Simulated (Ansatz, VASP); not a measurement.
## Sc2SiF2 in VASP and in Ansatz

```xyz
5
Lattice="3.7471 0.0000 0.0000 -1.8735 3.2450 0.0000 0.0000 0.0000 6.3831" Properties=species:S:1:pos:R:3 pbc="T T T"
Sc    0.0000    2.1634    1.5868
Sc    1.8735    1.0817    4.7963
Si    0.0000    0.0000    0.0000
F     0.0000    2.1634    3.8480
F     1.8735    1.0817    2.5351
```

Change from the starting cell: species swapped into the Ho2SeO2 type (P-3m1, No. 164).

Alike in both runs: functional PBE; k mesh 12 × 12 × 6; occupations gaussian, width 0.1 eV; no spin polarisation.

Ansatz relaxed the structure, and its values are those at the end. VASP's run is a single point on that final structure, the one shown.

|  | VASP | Ansatz |
| --- | --- | --- |
| version | VASP 6.6.1 | Ansatz 0.2.0 |
| potentials or method | VASP PAW PBE potentials, release 64 (Sc_sv, Si, F), cutoff 600 eV | scalar-relativistic, plane waves, PAW |
| valence electrons in the cell | 40 | 40 |

|  | VASP | Ansatz | Ansatz less VASP |
| --- | --- | --- | --- |
| gap on the k mesh at the Fermi level (eV) | none | none | - |
| pressure (GPa) | 0.1 | 0.0 | -0.12 |
| rms of the force components (eV/Å) | 0.008 | 0.001 | -0.0074 |

A gap of «none» marks a metal or a gap that the smearing closes. The functional is the same, so the differences come from potentials, cutoffs and numerics.
